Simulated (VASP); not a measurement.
A run of VASP 6.6.1 is set up as follows.

The input INCAR:

```
SYSTEM = ScNb2O3
  ALGO = Normal
  EDIFF = 1E-7
  EDIFFG = -0.04
  ENCUT = 1340
  GGA = PE
  GGA_COMPAT = .FALSE.
  IBRION = 2
  ISIF = 3
  ISMEAR = 0
  LASPH = .TRUE.
  LCHARG = .FALSE.
  LREAL = .FALSE.
  LWAVE = .FALSE.
  NELM = 120
  NELMIN = 4
  NSW = 90
  PREC = Accurate
  SIGMA = 0.1
```

The input KPOINTS:

```
k-points
0
G
  6 6 4
  0 0 0
```

File POSCAR:

```
ScNb2O3
1.0
    3.2960984500      0.0000000000      0.0000000000
    0.0000000000      3.2960984500      0.0000000000
    0.0000000000      0.0000000000      7.2616143500
Sc Nb O
1 2 3
Direct
    0.0000000000      0.0000000000      0.0000000000
    0.0000000000      0.5000000000      0.7315000300
    0.5000000000      0.0000000000      0.2684999700
    0.0000000000      0.5000000000      0.3835000100
    0.5000000000      0.0000000000      0.6164999900
    0.5000000000      0.5000000000      0.0000000000
```

Potentials or basis: VASP PAW PBE potentials, release 64 (Sc_sv, Nb_sv, O_h).

The run is started by

```console
$ cat potpaw_PBE.64/Sc_sv/POTCAR potpaw_PBE.64/Nb_sv/POTCAR potpaw_PBE.64/O_h/POTCAR > POTCAR
$ mpirun -np 1 vasp_std > vasp.out
```

Question: Predict the space group after relaxing (to 0.1 Å).

Answer: P-4m2 (No. 115).

Question: Estimate the relaxed cell.

Answer: a = 2.984 Å, b = 2.984 Å, c = 9.020 Å, α = 90.00°, β = 90.00°, γ = 90.00°.

Question: What does it give for the relaxed volume?

Answer: 13.39 Å³/atom.

Final structure:
```
Sc Nb O
1.0
     2.98389    0.00000    0.00000
     0.00000    2.98389    0.00000
     0.00000    0.00000    9.02046
Sc Nb O
1 2 3
Direct
  0.00000 0.00000 0.00000
  0.00000 0.50000 0.65527
  0.50000 0.00000 0.34473
  0.00000 0.50000 0.40800
  0.50000 0.00000 0.59200
  0.50000 0.50000 0.00000
```

Caveat: a cell axis changed by over 15 % at a fixed basis, so the end point is rough; an odd number of electrons without spin polarisation forces a metal; a magnetic or distorted state may lie lower.
